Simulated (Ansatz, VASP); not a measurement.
**WS2: VASP beside Ansatz**

The input INCAR:

```
SYSTEM = WS2
PREC = Accurate
ENCUT = 600
EDIFF = 1E-6
ISMEAR = -1
SIGMA = 0.05
LREAL = .FALSE.
LASPH = .TRUE.
NELM = 60
ALGO = Normal
ISIF = 3
LWAVE = .FALSE.
LCHARG = .FALSE.
GGA = RP
IBRION = 2
NSW = 60
EDIFFG = -0.01
```

File KPOINTS:

```
regular mesh
0
G
  10 10 10
  0 0 0
```

File POSCAR:

```
WS2
1.0
    1.5790000000      0.9116360751      6.1633333333
   -1.5790000000      0.9116360751      6.1633333333
    0.0000000000     -1.8232721501      6.1633333333
W S
1 2
Direct
    0.0000000000      0.0000000000      0.0000000000
    0.5810000000      0.5810000000      0.5810000000
    0.7503000000      0.7503000000      0.7503000000
```

Contents of input.yaml:

```yaml
crystal:
  lattice:
    - [1.579, 0.9116360751, 6.1633333333]
    - [-1.579, 0.9116360751, 6.1633333333]
    - [0.0, -1.8232721501, 6.1633333333]
  atoms:
    - { symbol: W, position: [0.0, 0.0, 0.0] }
    - { symbol: S, position: [0.581, 0.581, 0.581] }
    - { symbol: S, position: [0.7503, 0.7503, 0.7503] }
hamiltonian:
  xc: rpbe
  pseudopotentials: { kind: paw }
kpoints:
  mp_grid: { grid: [10, 10, 10] }
scf:
  occupations: { method: fermi_dirac, width: 0.05 }
output:
  forces: true
  stress: true
  eigenvalues: true
  write_density: true
  write_potential: true
  elf: true
  volumetric_format: npy
relax:
  f_tol: 0.01
  max_steps: 40
  cell: { stress_tol: 0.05 }
```

Alike in both runs: task relaxation of cell and atoms; functional RPBE; k mesh 10 × 10 × 10; occupations fermi-dirac, width 0.05 eV; no spin polarisation.

|  | VASP | Ansatz |
| --- | --- | --- |
| version | VASP 6.6.1 | Ansatz 0.2.0 |
| potentials or method | VASP PAW PBE potentials, release 64 (W_sv, S) | Ansatz PAW |
| plane-wave cutoff (eV) | 600 | 420 |
| valence electrons in the cell | 26 | 26 |

Ansatz gave:

```
gap on the k mesh at the Fermi level, each at its own relaxed structure (eV) : 1.81
relaxed volume (Å³/atom)                                                     : 24.03
relaxed cell length with the largest relative difference (Å)                 : 8.286
```

What did VASP give for the same quantities?

gap on the k mesh at the Fermi level, each at its own relaxed structure (eV): 1.78; relaxed volume (Å³/atom): 23.04; relaxed cell length with the largest relative difference (Å): 7.965.

VASP's potentials were made for PBE, not for RPBE.

Neither program's run includes spin-orbit coupling. Noted on VASP's run: the volume moved by over 15 % at a fixed basis, so the end points are rough. Noted on Ansatz's run: the volume moved by over 15 % at a fixed basis, so the end points are rough; the plane-wave basis is chosen anew once the cell has moved, so the energies of steps on either side of that aren't comparable.
